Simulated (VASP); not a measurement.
Ti: single point with PBE

Ti, a wire with vacuum:

```
Ti
1.0
    11.30000    0.00000    0.00000
     0.00000    9.30000    0.00000
     0.00000    0.00000    2.63202
Ti
2
Direct
  0.40915 0.50000 0.00000
  0.59085 0.50000 0.50000
```

| Quantity | Value |
| --- | --- |
| Program | VASP 6.6.1 |
| Task | single point |
| Functional | PBE |
| Potentials or basis | VASP PAW PBE potentials, release 64 (Ti_sv) |
| Cutoff | 520 eV |
| k mesh | 1 × 1 × 24 |
| Occupations | gaussian, width 0.05 eV |
| Spin | collinear spin, ferromagnetic start |
| Starting moments | [1.5, 1.5] μB |

- Largest force: 0.007 eV/Å
- Net moment: 0.36 μB per cell
- Site moments: Ti +0.06 μB
- Valence electrons inside the program's atomic spheres: Ti 10.40

Forces in eV/Å, atoms in the order of the input:
```
Ti  -0.007  0.000  0.000
Ti   0.007  0.000  0.000
```

Levels at points of the mesh, in eV from the Fermi level:
Spin up:
| k point | band 9 | band 10 | band 11 | band 12 | band 13 | band 14 | band 15 | band 16 |
| --- | --- | --- | --- | --- | --- | --- | --- | --- |
| (0.00, 0.00, 0.00) | -3.09 | -2.14 | -0.62 | -0.25 | -0.17 | 0.74 | 0.99 | 1.13 |
| (0.00, 0.00, 0.50) | -1.04 | -1.04 | -0.72 | -0.72 | 1.83 | 1.83 | 1.96 | 1.96 |
Spin down:
```tsv
k point	band 9	band 10	band 11	band 12	band 13	band 14	band 15	band 16
(0.00, 0.00, 0.00)	-2.99	-2.06	-0.60	-0.18	0.19	0.98	1.14	1.30
(0.00, 0.00, 0.50)	-0.97	-0.97	-0.69	-0.69	1.97	1.97	2.09	2.09
```

Run time: 2.2 min on 1 thread of Intel(R) Xeon(R) 6975P-C (Granite Rapids), on a shared host, peak memory 0.48 GiB.
